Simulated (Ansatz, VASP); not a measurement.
Two plane-wave programs on Na2S

```
S Na
1.0
     0.00000    3.25066    3.25066
     3.25066    0.00000    3.25066
     3.25066    3.25066    0.00000
S Na
1 2
Direct
  0.00000 0.00000 0.00000
  0.25000 0.25000 0.25000
  0.75000 0.75000 0.75000
```

Alike in both runs: task single point; functional PBE; k mesh 6 × 6 × 6; no spin polarisation.

```csv
,VASP,Ansatz
version,VASP 6.6.1,Ansatz 0.2.0
potentials or method,"VASP PAW PBE potentials, release 64 (S, Na_pv)","plane waves, PAW"
plane-wave cutoff (eV),500,420
occupations,"gaussian, width 0.01 eV",fixed
valence electrons in the cell,20,24
```

```csv
,VASP,Ansatz,Ansatz less VASP
gap on the k mesh at the Fermi level (eV),2.55,2.55,+0.002
pressure (GPa),0.9,0.9,-0.01
```

VASP's potentials hold 20 valence electrons a cell and Ansatz's 24, so a difference there can come from the potentials and not from the codes.
